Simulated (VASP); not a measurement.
InP, 2 atoms in the cell. Symmetry: F-43m, No. 216, cubic system. The conventional cell has a = 5.908 Å, b = 5.908 Å, c = 5.908 Å, α = 90.00°, β = 90.00°, γ = 90.00°. Within 3.4 Å of In (site symmetry -43m) lie 4 P at 2.56 Å. P (site symmetry -43m) has 4 In at 2.56 Å within 3.4 Å. 

| Quantity | Value |
| --- | --- |
| Program | VASP 6.6.1 |
| Task | G0W0 quasiparticle levels |
| Functional | PBE |
| Potentials or basis | VASP PAW PBE potentials, release 64 (In_d_GW, P_GW) |
| Cutoff | 500 eV |
| k mesh | 6 × 6 × 6 |
| Occupations | gaussian, width 0.01 eV |
| Spin | no spin polarisation |
| Dipole correction | no |
| GW scheme | G0W0 |
| GW iterations | 1 |
| Cutoff of the response function | 180 |
| Frequency points | 48 |
| Empty bands | 282 |
| Further INCAR settings | ALGO = EVGW0; EDIFF = 1e-08; NBANDS = 291 |

Potentials or basis: VASP PAW PBE potentials, release 64 (In_d_GW, P_GW).

Run with:

```bash
$ cat potpaw_PBE.64/In_d_GW/POTCAR potpaw_PBE.64/P_GW/POTCAR > POTCAR
$ cp INCAR.step1 INCAR
$ mpirun -np 1 vasp_std > vasp.out
$ cp INCAR.step2 INCAR
$ mpirun -np 1 vasp_std > vasp.out
$ cp INCAR.step3 INCAR
$ mpirun -np 1 vasp_std > vasp.out
```

Hardware: 1 thread of Intel Xeon 8259CL, with other jobs on the host.

Problem. How long does it take, and how much memory?

Solution. Wall time 2.4 h on 1 thread of Intel Xeon 8259CL (shared host), peak memory 2 GiB. Counts: k points 16.
